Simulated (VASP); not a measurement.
Wanted: the native input for a VASP 6.6.1 run.

| Item | Value |
| --- | --- |
| Task | single point |
| Functional | r2SCAN |
| Potentials or basis | VASP PAW PBE potentials, release 64 (Ti_sv, O) |
| Cutoff | 520 eV |
| k mesh | 8 × 8 × 8 |
| Occupations | gaussian, width 0.01 eV |
| Spin | no spin polarisation |
| Dipole correction | no |
| Further INCAR settings | ALGO = Normal; EDIFF = 1e-06; NBANDS = 33 |

Crystal: TiO2.

```
Ti O
1.0
    -1.86982    1.86982    4.74331
     1.86982   -1.86982    4.74331
     1.86982    1.86982   -4.74331
Ti O
2 4
Direct
  0.75000 0.25000 0.50000
  0.00000 0.00000 0.00000
  0.54271 0.04271 0.50000
  0.79271 0.79271 0.00000
  0.20729 0.20729 0.00000
  0.95729 0.45729 0.50000
```

These files were run (other wordings do the same):

POSCAR

```
TiO2
1.0
   -1.8698177193      1.8698177193      4.7433109785
    1.8698177193     -1.8698177193      4.7433109785
    1.8698177193      1.8698177193     -4.7433109785
Ti O
2 4
Direct
    0.7500000000      0.2500000000      0.5000000000
    0.0000000000      0.0000000000      0.0000000000
    0.5427139634      0.0427139634      0.5000000000
    0.7927139634      0.7927139634      0.0000000000
    0.2072860366      0.2072860366      0.0000000000
    0.9572860366      0.4572860366      0.5000000000
```

INCAR.step1

```
PREC     = Accurate       # precision mode
ENCUT    = 520            # plane-wave cutoff, eV
ISMEAR   = 0              # smearing method
SIGMA    = 0.01           # smearing width, eV
LREAL    = False          # projectors in reciprocal space
LASPH    = True           # aspherical terms in the spheres
NELM     = 100            # most SCF steps
NBANDS   = 33             # bands
GGA      = PE             # functional
ALGO     = Normal         # electronic algorithm
EDIFF    = 1E-4           # SCF threshold, eV
LWAVE    = True           # write WAVECAR
LCHARG   = False          # write CHGCAR
```

INCAR.step2

```
PREC     = Accurate       # precision mode
ENCUT    = 520            # plane-wave cutoff, eV
EDIFF    = 1E-6           # SCF threshold, eV
ISMEAR   = 0              # smearing method
SIGMA    = 0.01           # smearing width, eV
LREAL    = False          # projectors in reciprocal space
LASPH    = True           # aspherical terms in the spheres
NELM     = 100            # most SCF steps
ALGO     = Normal         # electronic algorithm
ISIF     = 2              # what is computed and relaxed
LWAVE    = False          # write WAVECAR
LCHARG   = True           # write CHGCAR
METAGGA  = R2SCAN         # meta-GGA
LMIXTAU  = True         
LELF     = True           # ELF
LVHAR    = True         
NBANDS   = 33             # bands
ISTART   = 1
```

KPOINTS

```
regular mesh
0
Gamma
  8 8 8
```

Potentials or basis: VASP PAW PBE potentials, release 64 (Ti_sv, O).

Launch:

```sh
$ cat potpaw_PBE.64/Ti_sv/POTCAR potpaw_PBE.64/O/POTCAR > POTCAR
$ cp INCAR.step1 INCAR
$ mpirun -np 1 vasp_std > vasp.out
$ cp INCAR.step2 INCAR
$ mpirun -np 1 vasp_std > vasp.out
```

Results of the run:

```yaml
Pressure: 8.8 GPa
Largest_force: 0.211 eV/Å
Band_gap_on_the_k_mesh: 2.67 eV (least direct gap 2.98 eV)
```

Caveat: the cell stands under pressure; the PAW data sets were made with another functional, which shifts forces and pressure a little.

Run time: 14 min on 1 thread of Intel Xeon 8259CL, on a shared host, peak memory 0.32 GiB.
